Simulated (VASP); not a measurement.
Here is a VASP 6.6.1 calculation.

INCAR

```
PREC = Accurate ; ENCUT = 520
EDIFF = 1E-7 ; ISMEAR = 0
SIGMA = 0.02 ; LREAL = False
LASPH = True ; NELM = 60
ALGO = Normal ; ISIF = 2
LWAVE = False ; LCHARG = False
GGA = CA ; NBANDS = 64
```

The input KPOINTS:

```
Automatic mesh
0
Gamma
  6 6 6
```

The input POSCAR:

```
SnO2
1.0
    4.7550548133      0.0000000000      0.0000000000
    0.0000000000      5.7062016374      0.0000000000
    0.0000000000      0.0000000000      5.1002429385
Sn O
4 8
Direct
    0.5000000000      0.6711502861      0.7500000000
    0.0000000000      0.8288497139      0.2500000000
    0.5000000000      0.3288497139      0.2500000000
    0.0000000000      0.1711502861      0.7500000000
    0.7310868667      0.6027150055      0.0779273983
    0.2310868667      0.8972849945      0.9220726017
    0.7689131333      0.8972849945      0.5779273983
    0.2689131333      0.6027150055      0.4220726017
    0.7310868667      0.3972849945      0.5779273983
    0.2310868667      0.1027150055      0.4220726017
    0.7689131333      0.1027150055      0.0779273983
    0.2689131333      0.3972849945      0.9220726017
```

Potentials or basis: VASP PAW LDA potentials, release 64 (Sn_d, O).

Run with:

```sh
$ cat potpaw_LDA.64/Sn_d/POTCAR potpaw_LDA.64/O/POTCAR > POTCAR
$ mpirun -np 1 vasp_std > vasp.out
```

(1) Predict the pressure.

(2) Estimate the largest force.

## Answers

(1) 2.6 GPa.

(2) 0.021 eV/Å.

Caveat: the cell differs from its parent crystal (uniaxial strain along c: -2.0 %, then relaxed in part).
